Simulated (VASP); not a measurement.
Write the native input for VASP 6.6.1 that does the following.

```yaml
Task: single point
Functional: LDA
Potentials_or_basis: VASP PAW LDA potentials, release 64 (Al, Rh_pv)
Cutoff: 500 eV
k_mesh: 6 × 6 × 6
Occupations: gaussian, width 0.1 eV
Spin: no spin polarisation
Dipole_correction: no
Further_INCAR_settings: ALGO = Normal; EDIFF = 1e-06; NBANDS = 16
```

The structure of AlRh lies in POSCAR:

```
AlRh
1.0
    2.9773224700      0.0000000000      0.0000000000
    0.0000000000      2.9773224700      0.0000000000
    0.0000000000      0.0000000000      2.9773224700
Al Rh
1 1
Direct
    0.0000000000      0.0000000000      0.0000000000
    0.5000000000      0.5000000000      0.5000000000
```

These files were run (other wordings do the same):

INCAR

```
SYSTEM = AlRh
  PREC = Accurate
  ENCUT = 500
  EDIFF = 1E-6
  ISMEAR = 0
  SIGMA = 0.1
  LREAL = .False.
  LASPH = .True.
  NELM = 120
  ALGO = Normal
  ISIF = 2
  LWAVE = .False.
  LCHARG = .True.
  LELF = .True.
  LVHAR = .True.
  NBANDS = 16
  GGA_COMPAT = .False.
```

KPOINTS

```
regular mesh
0
Gamma
  6 6 6
  0 0 0
```

Potentials or basis: VASP PAW LDA potentials, release 64 (Al, Rh_pv).

The run is started by

```sh
$ cat potpaw_LDA.64/Al/POTCAR potpaw_LDA.64/Rh_pv/POTCAR > POTCAR
$ mpirun -np 1 vasp_std > vasp.out
```

It gave:

The pressure is -5.4 GPa and the band gap on the k mesh is zero (band 9 reaches 13.11 eV, above the bottom of band 10 at 10.91 eV).

It took 3.9 s on 1 thread of Intel(R) Xeon(R) Platinum 8559C (Emerald Rapids), on a shared host, peak memory 0.13 GiB.
